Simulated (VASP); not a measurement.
# Ag (Fm-3m) in VASP: notebook

The runs below take Ag through electric field gradients, density of states, with LDA.

Program: VASP 6.6.1. These are calculated values, not measurements. Logs are shortened: lines on timing, memory, paths and dates and some standing lists are left out, and cuts for length are marked.

### Step 1. The cell of the first run

Symmetry: Fm-3m, No. 225, cubic system. Conventional cell: a = 4.166 Å, b = 4.166 Å, c = 4.166 Å, α = 90.00°, β = 90.00°, γ = 90.00°. Ag (site symmetry m-3m) has 12 Ag at 2.95 Å within 3.9 Å.

### Step 2. Electric field gradients, LDA (volume scaled by 1.06)

Input file INCAR:

```
SYSTEM = Ag
PREC = Accurate
ENCUT = 520
EDIFF = 1E-8
ISMEAR = -1
SIGMA = 0.05
LREAL = .FALSE.
LASPH = .TRUE.
NELM = 100
ALGO = Normal
ISIF = 2
LWAVE = .FALSE.
LCHARG = .FALSE.
LEFG = .TRUE.
NBANDS = 12
```

Input file KPOINTS:

```
Automatic mesh
0
G
  15 15 15
  0 0 0
```

Input file POSCAR:

```
Ag
1.0
    0.0000000000      2.0831709575      2.0831709575
    2.0831709575      0.0000000000      2.0831709575
    2.0831709575      2.0831709575      0.0000000000
Ag
1
Direct
    0.0000000000      0.0000000000      0.0000000000
```

Potentials or basis: VASP PAW LDA potentials, release 64 (Ag).

Started as:

```sh
cat potpaw_LDA.64/Ag/POTCAR > POTCAR
mpirun -np 1 vasp_std > vasp.out
```

OUTCAR:

```text
SYSTEM = Ag
   PREC = Accurate
   ENCUT = 520
   EDIFF = 1E-8
   ISMEAR = -1
   LREAL = .FALSE.
   LASPH = .TRUE.
   NELM = 100
   ISIF = 2

 ion  position               nearest neighbor table
   1  0.000  0.000  0.000-

  LATTYP: Found a face centered cubic cell.
 ALAT       =     4.1663419150

  Lattice vectors:

 A1 = (   0.0000000000,   2.0831709575,   2.0831709575)
 A2 = (   2.0831709575,   0.0000000000,   2.0831709575)
 A3 = (   2.0831709575,   2.0831709575,   0.0000000000)

Analysis of symmetry for initial positions (statically):
=====================================================================
 Subroutine PRICEL returns:
 Original cell was already a primitive cell.

 Routine SETGRP: Setting up the symmetry group for a
 face centered cubic supercell.

 Subroutine GETGRP returns: Found 48 space group operations
[... 9 lines left out ...]

 Routine SETGRP: Setting up the symmetry group for a
 face centered cubic supercell.

 Subroutine GETGRP returns: Found 48 space group operations
[... 11 lines left out ...]
                                     Primitive cell

  volume of cell :      18.0803

  direct lattice vectors                    reciprocal lattice vectors
     0.000000000  2.083170958  2.083170958    -0.240018707  0.240018707  0.240018707
     2.083170958  0.000000000  2.083170958     0.240018707 -0.240018707  0.240018707
     2.083170958  2.083170958  0.000000000     0.240018707  0.240018707 -0.240018707

  length of vectors
     2.946048621  2.946048621  2.946048621     0.415724596  0.415724596  0.415724596

  position of ions in fractional coordinates (direct lattice)
     0.000000000  0.000000000  0.000000000

  ion indices of the primitive-cell ions
   primitive index   ion index
                 1           1

----------------------------------------------------------------------------------------

 KPOINTS: Automatic mesh

Automatic generation of k-mesh.
 Grid dimensions read from file:
 generate k-points for:   15   15   15

 Generating k-lattice:

  Cartesian coordinates                     Fractional coordinates (reciprocal lattice)
    -0.016001247  0.016001247  0.016001247     0.066666667  0.000000000  0.000000000
     0.016001247 -0.016001247  0.016001247     0.000000000  0.066666667  0.000000000
     0.016001247  0.016001247 -0.016001247     0.000000000  0.000000000  0.066666667

  Length of vectors
     0.027714973  0.027714973  0.027714973

  Shift w.r.t. Gamma in fractional coordinates (k-lattice)
     0.000000000  0.000000000  0.000000000

 Subroutine IBZKPT returns following result:
 ===========================================

 Found    120 irreducible k-points:

 Following reciprocal coordinates:
            Coordinates               Weight
  0.000000  0.000000  0.000000      1.000000
  0.066667  0.000000  0.000000      8.000000
  0.133333  0.000000  0.000000      8.000000
  0.200000  0.000000  0.000000      8.000000
  0.266667  0.000000  0.000000      8.000000
  0.333333  0.000000  0.000000      8.000000
[... 16 lines left out ...]
  0.133333  0.133333  0.000000      6.000000
  0.200000  0.133333  0.000000     24.000000
 [... further k-points ...]
   k-points           NKPTS =    120   k-points in BZ     NKDIM =    120   number of bands    NBANDS=     12
   number of dos      NEDOS =    301   number of ions     NIONS =      1
   total plane-waves  NPLWV =  13824
   dimension x,y,z NGX =    24 NGY =   24 NGZ =   24
   dimension x,y,z NGXF=    48 NGYF=   48 NGZF=   48
   ions per type =               1
   NGX,Y,Z   is equivalent  to a cutoff of  13.54, 13.54, 13.54 a.u.
   NGXF,Y,Z  is equivalent  to a cutoff of  27.09, 27.09, 27.09 a.u.
 SYSTEM =  Ag
   PREC   = accura    normal or accurate (medium, high low for compatibility)
   ISTART =      0    job   : 0-new  1-cont  2-samecut
   ICHARG =      2    charge: 1-file 2-atom 10-const
   ISPIN  =      1    spin polarized calculation?
   LNONCOLLINEAR =      F non collinear calculations
   LSORBIT =      F    spin-orbit coupling
   LASPH  =      T    aspherical Exc in radial PAW
   ENCUT  =  520.0 eV  38.22 Ry    6.18 a.u.   5.48  5.48  5.48*2*pi/ulx,y,z
   NELM   =    100;   NELMIN=  2; NELMDL= -5     # of ELM steps
   EDIFF  = 0.1E-07   stopping-criterion for ELM
   LREAL  =      F    real-space projection
   EDIFFG = 0.1E-06   stopping-criterion for IOM
   NSW    =      0    number of steps for IOM
   IBRION =     -1    ionic relax: 0-MD 1-quasi-New 2-CG
   NFREE  =      0    steps in history (QN), initial steepest desc. (CG)
   ISIF   =      2    stress and relaxation
   ISYM   =      2    0-nonsym 1-usesym 2-fastsym
   POTIM  = 0.5000    time-step for ionic-motion
   TEBEG  =    0.0;   TEEND  =   0.0 temperature during run
   PSTRESS=    0.0 pullay stress
   NELECT =      11.0000    total number of electrons
   NUPDOWN=      -1.0000    fix difference up-down
   EMIN   =  10.00;   EMAX   =-10.00  energy-range for DOS
   EFERMI =   0.00;   METHOD = LEGACY
   ISMEAR =    -1;   SIGMA  =   0.05  broadening in eV -4-tet -1-fermi 0-gaus
   EFERMI_NEDOS =   21; number of points for ismear=-14 and -15
   IALGO  =     38    algorithm
   IMIX   =      4    mixing-type and parameters
     AMIX     =   0.40;   BMIX     =  1.00
     AMIX_MAG =   1.60;   BMIX_MAG =  1.00
  volume/ion in A,a.u.               =      18.08       122.01
  Fermi-wavevector in a.u.,A,eV,Ry     =   1.387195  2.621418 26.181823  1.924310
  Thomas-Fermi vector in A             =   2.511439
   LORBIT       =      0    0 simple, 1 ext, 2 COOP (PROOUT), +10 PAW based schemes
   GGA     = CA    functional components
   LHFCALC =     F    Hartree Fock is set to
   AEXX    =    0.0000 exact exchange contribution
   IVDW    =     0    specifies the selected vdW correction
   LEPSILON=     F    determine dielectric tensor
   LRPA    =     F    only Hartree local field effects (RPA)
 non-spin polarized calculation
  energy-cutoff  :      520.00
  volume of cell :       18.08
 maximum number of plane-waves:       531
 NGX is ok and might be reduce to    24
   NGX = 11   NGY = 11   NGZ = 11

 number of electron      11.0000000 magnetization

 Free energy of the ion-electron system (eV)
  ---------------------------------------------------
  ext. energy  EPLUGINS =         0.00000000
  ---------------------------------------------------
  free energy    TOTEN  =        -3.69419535 eV

  energy without entropy =       -3.69041010  energy(sigma->0) =       -3.69230273

 E-fermi :   7.4537     XC(G=0): -12.2422

 val. band max:        7.4345367679   @ k =  -0.3333   0.2000   0.0000
 cond. band min:       7.4685738424   @ k =  -0.2667   0.2667   0.0667
 fundamental gap:      0.0340370746
 Fermi energy:         7.4536799552

 k-point     1 :       0.0000    0.0000    0.0000
  band No.  band energies     occupation
      1      -0.0583      2.00000
      2       2.7764      2.00000
      3       2.7764      2.00000
      4       2.7764      2.00000
      5       3.7264      2.00000
      6       3.7264      2.00000
      7      23.2361      0.00000
      8      26.3839      0.00000
      9      26.3839      0.00000
     10      26.3839      0.00000
     11      31.2719      0.00000
     12      31.8863      0.00000

 k-point     2 :       0.0667    0.0000    0.0000
  band No.  band energies     occupation
      1       0.0742      2.00000
      2       2.7481      2.00000
      3       2.8117      2.00000
      4       2.8117      2.00000
      5       3.7135      2.00000
      6       3.7135      2.00000
      7      23.2230      0.00000
      8      25.2790      0.00000
      9      26.4129      0.00000
     10      26.4129      0.00000
     11      30.9940      0.00000
     12      31.7616      0.00000

 k-point     3 :       0.1333    0.0000    0.0000
  band No.  band energies     occupation
      1       0.4501      2.00000
      2       2.6930      2.00000
      3       2.8966      2.00000
      4       2.8966      2.00000
      5       3.6955      2.00000
      6       3.6955      2.00000
      7      22.2693      0.00000
      8      24.1185      0.00000
      9      26.4545      0.00000
     10      26.4545      0.00000
     11      29.9651      0.00000
     12      31.2753      0.00000
[... 286 lines left out ...]
 k-point    23 :       0.1333    0.1333    0.0000
  band No.  band energies     occupation
      1       0.6225      2.00000
      2       2.5282      2.00000
      3       3.0206      2.00000
      4       3.0206      2.00000
      5       3.5026      2.00000
      6       3.8370      2.00000
      7      23.3723      0.00000
      8      24.4910      0.00000
      9      24.4910      0.00000
     10      24.6879      0.00000
     11      29.8970      0.00000
     12      31.8885      0.00000

 k-point    24 :       0.2000    0.1333    0.0000
  band No.  band energies     occupation
      1       1.0306      2.00000
      2       2.4207      2.00000
      3       3.1077      2.00000
      4       3.1375      2.00000
      5       3.5058      2.00000
      6       3.9010      2.00000
      7      21.9366      0.00000
      8      23.7087      0.00000
      9      23.7359      0.00000
     10      25.4319      0.00000
     11      28.3057      0.00000
     12      31.9024      0.00000

 [... further k-points ...]
[... 5 lines left out ...]
  --------------------------------------------------------------------------------------
  -------------------------------------------------------------------------------------
  Total       -1.3369906     -1.3369906     -1.3369906      0.0000000      0.0000000      0.0000000
  in kB     -118.4770421   -118.4770421   -118.4770421      0.0000000      0.0000000      0.0000000
  external PRESSURE =    -118.4770421 kB  Pullay stress =       0.0000000 kB

 VOLUME and BASIS-vectors are now :
 -----------------------------------------------------------------------------
  energy-cutoff  :      520.00
  volume of cell :       18.08
      direct lattice vectors                 reciprocal lattice vectors
     0.000000000  2.083170958  2.083170958    -0.240018707  0.240018707  0.240018707
     2.083170958  0.000000000  2.083170958     0.240018707 -0.240018707  0.240018707
     2.083170958  2.083170958  0.000000000     0.240018707  0.240018707 -0.240018707

 POSITION                                       TOTAL-FORCE (eV/Angst)
 -----------------------------------------------------------------------------------
      0.00000      0.00000      0.00000        -0.000000     -0.000000     -0.000000
 -----------------------------------------------------------------------------------
    total drift:                               -0.000000      0.000000     -0.000000

  FREE ENERGIE OF THE ION-ELECTRON SYSTEM (eV)
  ---------------------------------------------------
  free  energy   TOTEN  =        -3.6941953486 eV

  energy  without entropy=       -3.6904101021  energy(sigma->0) =       -3.69230273

 Electric field gradients (V/A^2)
---------------------------------------------------------------------
 ion       V_xx      V_yy      V_zz      V_xy      V_xz      V_yz
---------------------------------------------------------------------
   1      -0.000    -0.000     0.000     0.000     0.000     0.000
---------------------------------------------------------------------

 Electric field gradients after diagonalization (V/A^2)
 (convention: |V_zz| > |V_xx| > |V_yy|)
----------------------------------------------------------------------
 ion       V_xx      V_yy      V_zz     asymmetry (V_yy - V_xx)/ V_zz
----------------------------------------------------------------------
   1      -0.000    -0.000     0.001       0.000
----------------------------------------------------------------------

           NMR quadrupolar parameters

 Cq : quadrupolar parameter    Cq=e*Q*V_zz/h
 eta: asymmetry parameters     (V_yy - V_xx)/ V_zz
 Q  : nuclear electric quadrupole moment in mb (millibarn)
----------------------------------------------------------------------
 ion       Cq(MHz)       eta       Q (mb)
----------------------------------------------------------------------
   1       0.000       0.000       1.000
----------------------------------------------------------------------
```

Run time: 9.6 s. Hardware: 1 thread of Intel Xeon 6975P-C, shared host; peak memory 0.14 GiB.

Results:

| Property | Result |
| --- | --- |
| Free energy | -3.6942 eV |
| Pressure | -11.8 GPa |

Levels at points of the mesh, in eV from the Fermi level:
| k point | band 4 | band 5 | band 6 | band 7 | band 8 | band 9 |
| --- | --- | --- | --- | --- | --- | --- |
| (0.00, 0.00, 0.00) | -4.68 | -3.73 | -3.73 | 15.78 | 18.93 | 18.93 |

Caveat: the cell differs from its parent crystal (volume scaled by 1.06); without QUAD_EFG the Cq values of the log hold for a quadrupole moment of 1 mb, not for the nuclei.

### Step 3. Electric field gradients, LDA (volume scaled by 1.06)

Input file INCAR:

```
ALGO = Normal
EDIFF = 1E-8
ENCUT = 520
GGA = CA
ISIF = 2
ISMEAR = -1
LASPH = T
LCHARG = F
LEFG = T
LREAL = F
LWAVE = F
NBANDS = 12
NELM = 80
PREC = Accurate
SIGMA = 0.05
```

Input file KPOINTS:

```
k-points
0
Gamma
  15 15 15
```

POSCAR is that of step 2.

Potentials or basis: VASP PAW LDA potentials, release 64 (Ag).

Started as:

```sh
cat potpaw_LDA.64/Ag/POTCAR > POTCAR
mpirun -np 1 vasp_std > vasp.out
```

OUTCAR:

```text
EDIFF = 1E-8
   ENCUT = 520
   GGA = CA
   ISIF = 2
   ISMEAR = -1
   LASPH = T
   LREAL = F
   NELM = 80
   PREC = Accurate

 ion  position               nearest neighbor table
   1  0.000  0.000  0.000-

  LATTYP: Found a face centered cubic cell.
 ALAT       =     4.1663419150

  Lattice vectors:

 A1 = (   0.0000000000,   2.0831709575,   2.0831709575)
[... 566 lines left out ...]
 -----------------------------------------------------------------------------------
    total drift:                               -0.000000      0.000000     -0.000000

  FREE ENERGIE OF THE ION-ELECTRON SYSTEM (eV)
  ---------------------------------------------------
  free  energy   TOTEN  =        -3.6941953486 eV

  energy  without entropy=       -3.6904101021  energy(sigma->0) =       -3.69230273

 Electric field gradients (V/A^2)
---------------------------------------------------------------------
 ion       V_xx      V_yy      V_zz      V_xy      V_xz      V_yz
---------------------------------------------------------------------
   1      -0.000    -0.000     0.000     0.000     0.000     0.000
---------------------------------------------------------------------

 Electric field gradients after diagonalization (V/A^2)
 (convention: |V_zz| > |V_xx| > |V_yy|)
----------------------------------------------------------------------
 ion       V_xx      V_yy      V_zz     asymmetry (V_yy - V_xx)/ V_zz
----------------------------------------------------------------------
   1      -0.000    -0.000     0.001       0.000
----------------------------------------------------------------------

           NMR quadrupolar parameters

 Cq : quadrupolar parameter    Cq=e*Q*V_zz/h
 eta: asymmetry parameters     (V_yy - V_xx)/ V_zz
 Q  : nuclear electric quadrupole moment in mb (millibarn)
----------------------------------------------------------------------
 ion       Cq(MHz)       eta       Q (mb)
----------------------------------------------------------------------
   1       0.000       0.000       1.000
----------------------------------------------------------------------
```

It took 11 s on 1 thread of Intel Xeon 6975P-C, shared host; peak memory 0.14 GiB.

What came out:

- Free energy: -3.6942 eV
- Pressure: -11.8 GPa

Levels at points of the mesh, in eV from the Fermi level:
```
           k point  band 2  band 3  band 4  band 5  band 6  band 7  band 8  band 9  band 10  band 11
(0.00, 0.00, 0.00)   -4.68   -4.68   -4.68   -3.73   -3.73   15.78   18.93   18.93    18.93    23.82
```

Caveat: the cell differs from its parent crystal (volume scaled by 1.06); without QUAD_EFG the Cq values of the log hold for a quadrupole moment of 1 mb, not for the nuclei.

### Step 4. Density of states, LDA

This run uses another cell than the first one, of 17.06 Å³/atom, 0.943 times its volume.

Input file POSCAR:

```
Ag
1.0
    0.0000000000      2.0431000000      2.0431000000
    2.0431000000      0.0000000000      2.0431000000
    2.0431000000      2.0431000000      0.0000000000
Ag
1
Direct
    0.0000000000      0.0000000000      0.0000000000
```

Input file INCAR.step1:

```
PREC = Accurate
ENCUT = 520
EDIFF = 1E-7
ISMEAR = -1
SIGMA = 0.05
LREAL = False
LASPH = True
NELM = 60
ALGO = Normal
ISIF = 2
LWAVE = False
LCHARG = True
LMAXMIX = 4
GGA = CA
NBANDS = 12
```

Input file KPOINTS.step1:

```
Automatic mesh
0
Gamma
  15 15 15
```

Input file INCAR.step2:

```
PREC = Accurate
ENCUT = 520
EDIFF = 1E-7
ISMEAR = -5
SIGMA = 0.05
LREAL = False
LASPH = True
NELM = 60
ALGO = Normal
ISIF = 2
LWAVE = False
LCHARG = False
LMAXMIX = 4
GGA = CA
LORBIT = 10
NBANDS = 12
NEDOS = 2001
ICHARG = 11
```

Input file KPOINTS.step2:

```
Automatic mesh
0
Gamma
  23 23 23
```

Started as:

```sh
cat potpaw_LDA.64/Ag/POTCAR > POTCAR
cp INCAR.step1 INCAR
cp KPOINTS.step1 KPOINTS
mpirun -np 1 vasp_std > vasp.out
cp INCAR.step2 INCAR
cp KPOINTS.step2 KPOINTS
mpirun -np 1 vasp_std > vasp.out
```

Run time: 31 s. Hardware: 1 thread of Intel Xeon 6975P-C, shared host; peak memory 0.19 GiB.

The run converged. Its results:

| Property | Result |
| --- | --- |
| Valence electrons inside the program's atomic spheres | Ag 9.87 |

Levels at points of the mesh, in eV from the Fermi level:
```csv
k point,band 4,band 5,band 6,band 7,band 8,band 9
"(0.00, 0.00, 0.00)",-4.81,-3.75,-3.75,15.99,19.49,19.49
```

Caveat: tetrahedron occupations give inexact forces and stress in metals.
